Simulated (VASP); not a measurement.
# KCdF3 (P4/mmm) in VASP: notebook, part 2 of 3

VASP 6.6.1. Earlier steps stand in the parts before.

**3. Single point, LDA (strain +0.0200 x Voigt [1, 1, 0, 0, 0, 0])**

File INCAR:

```
SYSTEM = KCdF3
PREC = Accurate
ENCUT = 520
EDIFF = 1E-7
ISMEAR = 0
SIGMA = 0.05
LREAL = .False.
LASPH = .True.
NELM = 100
ALGO = Normal
ISIF = 2
LWAVE = .False.
LCHARG = .False.
NBANDS = 29
```

File KPOINTS:

```
regular mesh
0
Gamma
  6 6 6
  0 0 0
```

File POSCAR:

```
KCdF3
1.0
    4.4697308004      0.0000000000      0.0000000000
    0.0000000000      4.4697308004      0.0000000000
    0.0000000000      0.0000000000      4.3820890200
K Cd F
1 1 3
Direct
    0.0000000000      0.0000000000      0.0000000000
    0.5000000000      0.5000000000      0.5000000000
    0.0000000000      0.5000000000      0.5000000000
    0.5000000000      0.0000000000      0.5000000000
    0.5000000000      0.5000000000      0.0000000000
```

Potentials or basis: VASP PAW LDA potentials, release 64 (K_sv, Cd, F).

Command:

```sh
cat potpaw_LDA.64/K_sv/POTCAR potpaw_LDA.64/Cd/POTCAR potpaw_LDA.64/F/POTCAR > POTCAR
mpirun -np 1 vasp_std > vasp.out
```

OUTCAR:

```text
SYSTEM = KCdF3
   PREC = Accurate
   ENCUT = 520
   EDIFF = 1E-7
   ISMEAR = 0
   LREAL = .False.
   LASPH = .True.
   NELM = 100
   ISIF = 2

 ion  position               nearest neighbor table
   1  0.000  0.000  0.000-
   2  0.500  0.500  0.500-   5 2.19   5 2.19   3 2.23   4 2.23   4 2.23   3 2.23
   3  0.000  0.500  0.500-   2 2.23   2 2.23
   4  0.500  0.000  0.500-   2 2.23   2 2.23
   5  0.500  0.500  0.000-   2 2.19   2 2.19

  LATTYP: Found a simple tetragonal cell.
 ALAT       =     4.4697308004
 C/A-ratio  =     0.9803921569

  Lattice vectors:

 A1 = (   4.4697308004,   0.0000000000,   0.0000000000)
 A2 = (   0.0000000000,   4.4697308004,   0.0000000000)
 A3 = (   0.0000000000,   0.0000000000,   4.3820890200)

Analysis of symmetry for initial positions (statically):
=====================================================================
 Subroutine PRICEL returns:
 Original cell was already a primitive cell.

 Routine SETGRP: Setting up the symmetry group for a
 simple tetragonal supercell.

 Subroutine GETGRP returns: Found 16 space group operations
 (whereof 16 operations were pure point group operations)
 out of a pool of 16 trial point group operations.

The static configuration has the point symmetry D_4h.

Analysis of symmetry for dynamics (positions and initial velocities):
=====================================================================
 Subroutine PRICEL returns:
 Original cell was already a primitive cell.

 Routine SETGRP: Setting up the symmetry group for a
 simple tetragonal supercell.

 Subroutine GETGRP returns: Found 16 space group operations
 (whereof 16 operations were pure point group operations)
 out of a pool of 16 trial point group operations.

The dynamic configuration has the point symmetry D_4h.

 Subroutine INISYM returns: Found 16 space group operations
 (whereof 16 operations are pure point group operations),
 and found     1 'primitive' translations

----------------------------------------------------------------------------------------

                                     Primitive cell

  volume of cell :      87.5475

  direct lattice vectors                    reciprocal lattice vectors
     4.469730800  0.000000000  0.000000000     0.223727120  0.000000000  0.000000000
     0.000000000  4.469730800  0.000000000     0.000000000  0.223727120  0.000000000
     0.000000000  0.000000000  4.382089020     0.000000000  0.000000000  0.228201663

  length of vectors
     4.469730800  4.469730800  4.382089020     0.223727120  0.223727120  0.228201663

  position of ions in fractional coordinates (direct lattice)
     0.000000000  0.000000000  0.000000000
     0.500000000  0.500000000  0.500000000
     0.000000000  0.500000000  0.500000000
     0.500000000  0.000000000  0.500000000
     0.500000000  0.500000000  0.000000000

  ion indices of the primitive-cell ions
   primitive index   ion index
                 1           1
                 2           2
                 3           3
                 4           4
                 5           5

----------------------------------------------------------------------------------------

 KPOINTS: regular mesh

Automatic generation of k-mesh.
 Grid dimensions read from file:
 generate k-points for:    6    6    6

 Generating k-lattice:

  Cartesian coordinates                     Fractional coordinates (reciprocal lattice)
     0.037287853  0.000000000  0.000000000     0.166666667  0.000000000  0.000000000
     0.000000000  0.037287853  0.000000000     0.000000000  0.166666667  0.000000000
     0.000000000  0.000000000  0.038033610     0.000000000  0.000000000  0.166666667

  Length of vectors
     0.037287853  0.037287853  0.038033610

  Shift w.r.t. Gamma in fractional coordinates (k-lattice)
     0.000000000  0.000000000  0.000000000

 Subroutine IBZKPT returns following result:
 ===========================================

 Found     40 irreducible k-points:

 Following reciprocal coordinates:
            Coordinates               Weight
  0.000000  0.000000  0.000000      1.000000
  0.166667  0.000000  0.000000      4.000000
  0.333333  0.000000  0.000000      4.000000
  0.500000  0.000000  0.000000      2.000000
  0.166667  0.166667  0.000000      4.000000
  0.333333  0.166667  0.000000      8.000000
[... 16 lines left out ...]
  0.333333  0.000000  0.333333      8.000000
  0.500000  0.000000  0.333333      4.000000
 [... further k-points ...]
   k-points           NKPTS =     40   k-points in BZ     NKDIM =     40   number of bands    NBANDS=     29
   number of dos      NEDOS =    301   number of ions     NIONS =      5
   total plane-waves  NPLWV =  46656
   dimension x,y,z NGX =    36 NGY =   36 NGZ =   36
   dimension x,y,z NGXF=    72 NGYF=   72 NGZF=   72
   ions per type =               1   1   3
   NGX,Y,Z   is equivalent  to a cutoff of  13.39, 13.39, 13.66 a.u.
   NGXF,Y,Z  is equivalent  to a cutoff of  26.78, 26.78, 27.32 a.u.
 SYSTEM =  KCdF3
   PREC   = accura    normal or accurate (medium, high low for compatibility)
   ISTART =      0    job   : 0-new  1-cont  2-samecut
   ICHARG =      2    charge: 1-file 2-atom 10-const
   ISPIN  =      1    spin polarized calculation?
   LNONCOLLINEAR =      F non collinear calculations
   LSORBIT =      F    spin-orbit coupling
   LASPH  =      T    aspherical Exc in radial PAW
   ENCUT  =  520.0 eV  38.22 Ry    6.18 a.u.   8.31  8.31  8.15*2*pi/ulx,y,z
   NELM   =    100;   NELMIN=  2; NELMDL= -5     # of ELM steps
   EDIFF  = 0.1E-06   stopping-criterion for ELM
   LREAL  =      F    real-space projection
   EDIFFG = 0.1E-05   stopping-criterion for IOM
   NSW    =      0    number of steps for IOM
   IBRION =     -1    ionic relax: 0-MD 1-quasi-New 2-CG
   NFREE  =      0    steps in history (QN), initial steepest desc. (CG)
   ISIF   =      2    stress and relaxation
   ISYM   =      2    0-nonsym 1-usesym 2-fastsym
   POTIM  = 0.5000    time-step for ionic-motion
   TEBEG  =    0.0;   TEEND  =   0.0 temperature during run
   PSTRESS=    0.0 pullay stress
   NELECT =      42.0000    total number of electrons
   NUPDOWN=      -1.0000    fix difference up-down
   EMIN   =  10.00;   EMAX   =-10.00  energy-range for DOS
   EFERMI =   0.00;   METHOD = LEGACY
   ISMEAR =     0;   SIGMA  =   0.05  broadening in eV -4-tet -1-fermi 0-gaus
   EFERMI_NEDOS =   21; number of points for ismear=-14 and -15
   IALGO  =     38    algorithm
   IMIX   =      4    mixing-type and parameters
     AMIX     =   0.40;   BMIX     =  1.00
     AMIX_MAG =   1.60;   BMIX_MAG =  1.00
  volume/ion in A,a.u.               =      17.51       118.16
  Fermi-wavevector in a.u.,A,eV,Ry     =   1.281573  2.421821 22.346601  1.642429
  Thomas-Fermi vector in A             =   2.413935
   LORBIT       =      0    0 simple, 1 ext, 2 COOP (PROOUT), +10 PAW based schemes
   GGA     = CA    functional components
   LHFCALC =     F    Hartree Fock is set to
   AEXX    =    0.0000 exact exchange contribution
   IVDW    =     0    specifies the selected vdW correction
   LEPSILON=     F    determine dielectric tensor
   LRPA    =     F    only Hartree local field effects (RPA)
 non-spin polarized calculation
 Gauss-broadening in eV      SIGMA  =   0.05
  energy-cutoff  :      520.00
  volume of cell :       87.55
 maximum number of plane-waves:      2381
 NGX is ok and might be reduce to    36
   NGX = 17   NGY = 17   NGZ = 17

 number of electron      41.9999991 magnetization

 Free energy of the ion-electron system (eV)
  ---------------------------------------------------
  ext. energy  EPLUGINS =         0.00000000
  ---------------------------------------------------
  free energy    TOTEN  =       -21.57062454 eV

  energy without entropy =      -21.57062454  energy(sigma->0) =      -21.57062454

 E-fermi :  -1.8688     XC(G=0):  -9.5120

 val. band max:       -2.1340676735   @ k =   0.5000   0.5000   0.5000
 cond. band min:       0.5963423540   @ k =   0.0000   0.0000   0.0000
 fundamental gap:      2.7304100275
 Fermi energy:        -1.8688290976

 k-point     1 :       0.0000    0.0000    0.0000
  band No.  band energies     occupation
      1     -29.2626      2.00000
      2     -22.5271      2.00000
      3     -22.2265      2.00000
      4     -22.1417      2.00000
      5     -12.9613      2.00000
      6     -12.9613      2.00000
[... 757 lines left out ...]
     28       8.5176      0.00000
     29       8.9243      0.00000

 [... further k-points ...]
[... 5 lines left out ...]
  --------------------------------------------------------------------------------------
  -------------------------------------------------------------------------------------
  Total       -2.9927778     -2.9927778     -2.1826001      0.0000000      0.0000000      0.0000000
  in kB      -54.7697958    -54.7697958    -39.9430124      0.0000000      0.0000000      0.0000000
  external PRESSURE =     -49.8275347 kB  Pullay stress =       0.0000000 kB

 VOLUME and BASIS-vectors are now :
 -----------------------------------------------------------------------------
  energy-cutoff  :      520.00
  volume of cell :       87.55
      direct lattice vectors                 reciprocal lattice vectors
     4.469730800  0.000000000  0.000000000     0.223727120  0.000000000  0.000000000
     0.000000000  4.469730800  0.000000000     0.000000000  0.223727120  0.000000000
     0.000000000  0.000000000  4.382089020     0.000000000  0.000000000  0.228201663

 POSITION                                       TOTAL-FORCE (eV/Angst)
 -----------------------------------------------------------------------------------
      0.00000      0.00000      0.00000         0.000000      0.000000      0.000000
      2.23487      2.23487      2.19104         0.000000      0.000000      0.000000
      0.00000      2.23487      2.19104         0.000000      0.000000      0.000000
      2.23487      0.00000      2.19104         0.000000      0.000000      0.000000
      2.23487      2.23487      0.00000         0.000000      0.000000      0.000000
 -----------------------------------------------------------------------------------
    total drift:                                0.000000      0.000000      0.000000

  FREE ENERGIE OF THE ION-ELECTRON SYSTEM (eV)
  ---------------------------------------------------
  free  energy   TOTEN  =       -21.5706245399 eV

  energy  without entropy=      -21.5706245399  energy(sigma->0) =      -21.57062454
```

OSZICAR:

```text
N       E                     dE             d eps       ncg     rms          rms(c)
DAV:   1     0.359064083599E+03    0.35906E+03   -0.22640E+04  2320   0.142E+03
DAV:   2    -0.146598002581E+01   -0.36053E+03   -0.34733E+03  2646   0.394E+02
DAV:   3    -0.236002167250E+02   -0.22134E+02   -0.22023E+02  2864   0.974E+01
DAV:   4    -0.241322765112E+02   -0.53206E+00   -0.53121E+00  3656   0.127E+01
DAV:   5    -0.241353672179E+02   -0.30907E-02   -0.30905E-02  2722   0.934E-01    0.122E+01
DAV:   6    -0.216588434180E+02    0.24765E+01   -0.84522E+00  3136   0.336E+01    0.893E+00
DAV:   7    -0.216383074244E+02    0.20536E-01   -0.10030E+00  2581   0.722E+00    0.549E+00
DAV:   8    -0.215882259450E+02    0.50081E-01   -0.30775E-01  2548   0.388E+00    0.996E-01
DAV:   9    -0.215701632709E+02    0.18063E-01   -0.69082E-02  2902   0.202E+00    0.157E-01
DAV:  10    -0.215705823042E+02   -0.41903E-03   -0.48899E-03  2767   0.613E-01    0.120E-01
DAV:  11    -0.215706609858E+02   -0.78682E-04   -0.29375E-04  3224   0.158E-01    0.799E-02
DAV:  12    -0.215706241685E+02    0.36817E-04   -0.22578E-04  2550   0.114E-01    0.159E-02
DAV:  13    -0.215706245451E+02   -0.37657E-06   -0.69162E-06  2860   0.204E-02    0.821E-03
DAV:  14    -0.215706245399E+02    0.51386E-08   -0.14798E-07  2478   0.328E-03
   1 F= -.21570625E+02 E0= -.21570625E+02  d E =-.812688E-16
```

stdout:

```text
POSCAR found type information on POSCAR K CdF
 POSCAR found :  3 types and       5 ions
 scaLAPACK will be used
 LDA part: xc-table for (Slater(with rela. corr.)+CA(PZ))
 , standard interpolation
 POSCAR, INCAR and KPOINTS ok, starting setup
 FFT: planning ... GRIDC
 FFT: planning ... GRID_SOFT
 FFT: planning ... GRID
 WAVECAR not read
 entering main loop
```

Run time: 2.3 min. Hardware: 1 thread of Intel Xeon 8259CL, shared host; peak memory 0.23 GiB.

What came out:

```
Free energy            : -21.5706 eV
Pressure               : -5.0 GPa
Band gap on the k mesh : 2.73 eV (least direct gap 4.32 eV)
```

Levels at points of the mesh, in eV from the valence-band top:
| k point | band 18 | band 19 | band 20 | band 21 | band 22 | band 23 | band 24 | band 25 |
| --- | --- | --- | --- | --- | --- | --- | --- | --- |
| (0.00, 0.00, 0.00) | -1.61 | -1.59 | -1.59 | -1.59 | 2.73 | 8.06 | 8.12 | 8.19 |
| (0.50, 0.00, 0.00) | -1.72 | -1.64 | -1.47 | -1.46 | 5.17 | 6.58 | 8.78 | 9.72 |
| (0.50, 0.50, 0.00) | -1.51 | -1.51 | -1.25 | -0.11 | 6.53 | 8.21 | 8.21 | 8.51 |
| (0.00, 0.00, 0.50) | -1.64 | -1.64 | -1.54 | -1.54 | 5.30 | 6.67 | 8.87 | 9.77 |
| (0.50, 0.00, 0.50) | -1.58 | -1.53 | -1.28 | -0.03 | 6.62 | 8.25 | 8.31 | 8.58 |
| (0.50, 0.50, 0.50) | -1.26 | -1.24 | -0.10 | 0.00 | 7.47 | 7.47 | 7.51 | 8.36 |

Caveat: the cell differs from its parent crystal (strain +0.0200 x Voigt [1, 1, 0, 0, 0, 0]); the cell stands under tension. A k mesh can miss the band edges.

[end of part 2 of 3]
